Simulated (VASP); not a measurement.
# MnO (Fm-3m) in VASP: a series of runs

The runs below take MnO through electric field gradients, with PBE.

Everything below comes from runs of VASP 6.6.1. Logs are shortened: lines on timing, memory, paths and dates and some standing lists are left out, and cuts for length are marked.

**1. The cell of the first run**

Symmetry: Fm-3m, No. 225, cubic system. The conventional cell has a = 4.353 Å, b = 4.353 Å, c = 4.353 Å, α = 90.00°, β = 90.00°, γ = 90.00°. Within 2.9 Å of Mn (site symmetry m-3m) lie 6 O at 2.18 Å. Within 2.9 Å of O (site symmetry m-3m) lie 6 Mn at 2.18 Å.

**2. Electric field gradients, PBE, collinear spin, ferromagnetic start (volume scaled by 0.94)**

The input, INCAR:

```
  PREC = Accurate
  ENCUT = 520
  EDIFF = 1E-8
  ISMEAR = -1
  SIGMA = 0.05
  LREAL = False
  LASPH = True
  NELM = 150
  ALGO = Normal
  ISIF = 2
  LWAVE = False
  LCHARG = False
  ISPIN = 2
  MAGMOM = 4 0
  LORBIT = 11
  LMAXMIX = 4
  GGA = PE
  LEFG = True
  NBANDS = 20
```

The input, KPOINTS:

```
Automatic mesh
0
Gamma
  16 16 16
```

The input, POSCAR:

```
MnO
1.0
    0.0000000000      2.1766403336      2.1766403336
    2.1766403336      0.0000000000      2.1766403336
    2.1766403336      2.1766403336      0.0000000000
Mn O
1 1
Direct
    0.0000000000      0.0000000000      0.0000000000
    0.5000000000      0.5000000000      0.5000000000
```

Potentials or basis: VASP PAW PBE potentials, release 64 (Mn_pv, O).

Command:

```bash
cat potpaw_PBE.64/Mn_pv/POTCAR potpaw_PBE.64/O/POTCAR > POTCAR
mpirun -np 1 vasp_std > vasp.out
```

OUTCAR:

```text
PREC = Accurate
   ENCUT = 520
   EDIFF = 1E-8
   ISMEAR = -1
   LREAL = False
   LASPH = True
   NELM = 150
   ISIF = 2
   ISPIN = 2
   LORBIT = 11
   GGA = PE

 ion  position               nearest neighbor table
   1  0.000  0.000  0.000-   2 2.18   2 2.18   2 2.18   2 2.18   2 2.18   2 2.18
   2  0.500  0.500  0.500-   1 2.18   1 2.18   1 2.18   1 2.18   1 2.18   1 2.18

  LATTYP: Found a face centered cubic cell.
 ALAT       =     4.3532806672

  Lattice vectors:

 A1 = (   0.0000000000,   2.1766403336,   2.1766403336)
 A2 = (   2.1766403336,   0.0000000000,   2.1766403336)
 A3 = (   2.1766403336,   2.1766403336,   0.0000000000)

Analysis of symmetry for initial positions (statically):
=====================================================================
 Subroutine PRICEL returns:
 Original cell was already a primitive cell.

 Routine SETGRP: Setting up the symmetry group for a
 face centered cubic supercell.

 Subroutine GETGRP returns: Found 48 space group operations
 (whereof 48 operations were pure point group operations)
 out of a pool of 48 trial point group operations.

The static configuration has the point symmetry O_h .

Analysis of symmetry for dynamics (positions and initial velocities):
=====================================================================
 Subroutine PRICEL returns:
 Original cell was already a primitive cell.

 Routine SETGRP: Setting up the symmetry group for a
 face centered cubic supercell.

 Subroutine GETGRP returns: Found 48 space group operations
 (whereof 48 operations were pure point group operations)
 out of a pool of 48 trial point group operations.

The dynamic configuration has the point symmetry O_h .

Analysis of structural, dynamic, and magnetic symmetry:
=====================================================================
 Subroutine PRICEL returns:
 Original cell was already a primitive cell.

 Routine SETGRP: Setting up the symmetry group for a
 face centered cubic supercell.

 Subroutine GETGRP returns: Found 48 space group operations
 (whereof 48 operations were pure point group operations)
 out of a pool of 48 trial point group operations.

The overall configuration has the point symmetry O_h .

 Subroutine INISYM returns: Found 48 space group operations
 (whereof 48 operations are pure point group operations),
 and found     1 'primitive' translations

----------------------------------------------------------------------------------------

                                     Primitive cell

  volume of cell :      20.6248

  direct lattice vectors                    reciprocal lattice vectors
     0.000000000  2.176640334  2.176640334    -0.229711814  0.229711814  0.229711814
     2.176640334  0.000000000  2.176640334     0.229711814 -0.229711814  0.229711814
     2.176640334  2.176640334  0.000000000     0.229711814  0.229711814 -0.229711814

  length of vectors
     3.078234280  3.078234280  3.078234280     0.397872533  0.397872533  0.397872533

  position of ions in fractional coordinates (direct lattice)
     0.000000000  0.000000000  0.000000000
     0.500000000  0.500000000  0.500000000

  ion indices of the primitive-cell ions
   primitive index   ion index
                 1           1
                 2           2

----------------------------------------------------------------------------------------

 KPOINTS: Automatic mesh

Automatic generation of k-mesh.
 Grid dimensions read from file:
 generate k-points for:   16   16   16

 Generating k-lattice:

  Cartesian coordinates                     Fractional coordinates (reciprocal lattice)
    -0.014356988  0.014356988  0.014356988     0.062500000  0.000000000  0.000000000
[... 53 lines left out ...]
   ISPIN  =      2    spin polarized calculation?
   LNONCOLLINEAR =      F non collinear calculations
   LSORBIT =      F    spin-orbit coupling
   LASPH  =      T    aspherical Exc in radial PAW
   ENCUT  =  520.0 eV  38.22 Ry    6.18 a.u.   5.72  5.72  5.72*2*pi/ulx,y,z
   NELM   =    150;   NELMIN=  2; NELMDL= -5     # of ELM steps
   EDIFF  = 0.1E-07   stopping-criterion for ELM
   LREAL  =      F    real-space projection
   EDIFFG = 0.1E-06   stopping-criterion for IOM
   NSW    =      0    number of steps for IOM
   IBRION =     -1    ionic relax: 0-MD 1-quasi-New 2-CG
   NFREE  =      0    steps in history (QN), initial steepest desc. (CG)
   ISIF   =      2    stress and relaxation
   ISYM   =      2    0-nonsym 1-usesym 2-fastsym
   POTIM  = 0.5000    time-step for ionic-motion
   TEBEG  =    0.0;   TEEND  =   0.0 temperature during run
   PSTRESS=    0.0 pullay stress
   NELECT =      19.0000    total number of electrons
   NUPDOWN=      -1.0000    fix difference up-down
   EMIN   =  10.00;   EMAX   =-10.00  energy-range for DOS
   EFERMI =   0.00;   METHOD = LEGACY
   ISMEAR =    -1;   SIGMA  =   0.05  broadening in eV -4-tet -1-fermi 0-gaus
   EFERMI_NEDOS =   21; number of points for ismear=-14 and -15
   IALGO  =     38    algorithm
   IMIX   =      4    mixing-type and parameters
     AMIX     =   0.40;   BMIX     =  1.00
     AMIX_MAG =   1.60;   BMIX_MAG =  1.00
  volume/ion in A,a.u.               =      10.31        69.59
  Fermi-wavevector in a.u.,A,eV,Ry     =   1.592928  3.010197 34.523671  2.537418
  Thomas-Fermi vector in A             =   2.691237
   LORBIT       =     11    0 simple, 1 ext, 2 COOP (PROOUT), +10 PAW based schemes
   GGA     = PE    functional components
   LHFCALC =     F    Hartree Fock is set to
   AEXX    =    0.0000 exact exchange contribution
   IVDW    =     0    specifies the selected vdW correction
   LEPSILON=     F    determine dielectric tensor
   LRPA    =     F    only Hartree local field effects (RPA)
 spin polarized calculation
  energy-cutoff  :      520.00
  volume of cell :       20.62
 maximum number of plane-waves:       568
   NGX = 11   NGY = 11   NGZ = 11

 number of electron      19.0000009 magnetization       4.5856691

 Free energy of the ion-electron system (eV)
  ---------------------------------------------------
  ext. energy  EPLUGINS =         0.00000000
  ---------------------------------------------------
  free energy    TOTEN  =       -16.37544913 eV

  energy without entropy =      -16.36765293  energy(sigma->0) =      -16.37155103

 E-fermi :   8.3836     XC(G=0): -12.2331

 val. band max:        8.3834080446   @ k =  -0.3125   0.0625   0.0000
 cond. band min:       8.3996255237   @ k =   0.4375   0.0625   0.0000
 fundamental gap:      0.0162174791
 Fermi energy:         8.3836499310

 spin component 1

 k-point     1 :       0.0000    0.0000    0.0000
  band No.  band energies     occupation
      1     -41.9890      1.00000
      2     -41.9890      1.00000
      3     -41.9890      1.00000
      4     -12.5028      1.00000
      5       4.2736      1.00000
      6       4.2736      1.00000
[... 541 lines left out ...]
     19      29.1235      0.00000
     20      30.5756      0.00000

 [... further k-points ...]

 spin component 2

 k-point     1 :       0.0000    0.0000    0.0000
  band No.  band energies     occupation
      1     -37.4771      1.00000
      2     -37.4771      1.00000
      3     -37.4771      1.00000
      4     -12.0748      1.00000
      5       4.6451      1.00000
      6       4.6451      1.00000
[... 541 lines left out ...]
     19      31.0184      0.00000
     20      32.6903      0.00000

 [... further k-points ...]
[... 5 lines left out ...]
  --------------------------------------------------------------------------------------
  -------------------------------------------------------------------------------------
  Total        0.9678498      0.9678498      0.9678498      0.0000000     -0.0000000      0.0000000
  in kB       75.1845404     75.1845404     75.1845404      0.0000000     -0.0000000      0.0000000
  external PRESSURE =      75.1845404 kB  Pullay stress =       0.0000000 kB

 VOLUME and BASIS-vectors are now :
 -----------------------------------------------------------------------------
  energy-cutoff  :      520.00
  volume of cell :       20.62
      direct lattice vectors                 reciprocal lattice vectors
     0.000000000  2.176640334  2.176640334    -0.229711814  0.229711814  0.229711814
     2.176640334  0.000000000  2.176640334     0.229711814 -0.229711814  0.229711814
     2.176640334  2.176640334  0.000000000     0.229711814  0.229711814 -0.229711814

 POSITION                                       TOTAL-FORCE (eV/Angst)
 -----------------------------------------------------------------------------------
      0.00000      0.00000      0.00000         0.000000      0.000000      0.000000
      2.17664      2.17664      2.17664        -0.000000     -0.000000     -0.000000
 -----------------------------------------------------------------------------------
    total drift:                                0.000000     -0.000000     -0.000000

  FREE ENERGIE OF THE ION-ELECTRON SYSTEM (eV)
  ---------------------------------------------------
  free  energy   TOTEN  =       -16.3754491332 eV

  energy  without entropy=      -16.3676529302  energy(sigma->0) =      -16.37155103

 Electric field gradients (V/A^2)
---------------------------------------------------------------------
 ion       V_xx      V_yy      V_zz      V_xy      V_xz      V_yz
---------------------------------------------------------------------
   1      -0.000    -0.000    -0.000     0.003     0.003     0.003
   2       0.000     0.000    -0.000    -0.002    -0.002    -0.002
---------------------------------------------------------------------

 Electric field gradients after diagonalization (V/A^2)
 (convention: |V_zz| > |V_xx| > |V_yy|)
----------------------------------------------------------------------
 ion       V_xx      V_yy      V_zz     asymmetry (V_yy - V_xx)/ V_zz
----------------------------------------------------------------------
   1      -0.003    -0.003     0.005       0.000
   2       0.002     0.002    -0.003       0.000
----------------------------------------------------------------------

           NMR quadrupolar parameters

 Cq : quadrupolar parameter    Cq=e*Q*V_zz/h
 eta: asymmetry parameters     (V_yy - V_xx)/ V_zz
 Q  : nuclear electric quadrupole moment in mb (millibarn)
----------------------------------------------------------------------
 ion       Cq(MHz)       eta       Q (mb)
----------------------------------------------------------------------
   1       0.000       0.000       1.000
   2      -0.000       0.000       1.000
----------------------------------------------------------------------

 total charge

# of ion       s       p       d       tot
------------------------------------------
    1        0.213   6.197   5.016  11.426
    2        1.562   3.437   0.000   4.999
--------------------------------------------------
tot          1.775   9.634   5.016  16.425

 magnetization (x)

# of ion       s       p       d       tot
------------------------------------------
    1        0.033   0.026   4.129   4.189
    2        0.032   0.158   0.000   0.189
--------------------------------------------------
tot          0.064   0.184   4.129   4.378
```

Run time: 84 s. Hardware: 1 thread of AMD EPYC 9R45 (Zen 5), shared host; peak memory 0.18 GiB.

Results:

```
Free energy                                           : -16.3754 eV
Pressure                                              : 7.5 GPa
Net moment                                            : 4.59 μB per cell
Site moments                                          : Mn +4.19; O +0.19 μB
Valence electrons inside the program's atomic spheres : Mn 11.43; O 5.00
```

Caveat: without QUAD_EFG the Cq values of the log hold for a quadrupole moment of 1 mb, not for the nuclei; a cell with one magnetic atom can't hold antiferromagnetic order, which such compounds often take; semilocal functionals often make such compounds metallic where correlation or magnetic order opens a gap, which also shifts bond lengths.

(Continued in part 2 of 3.)
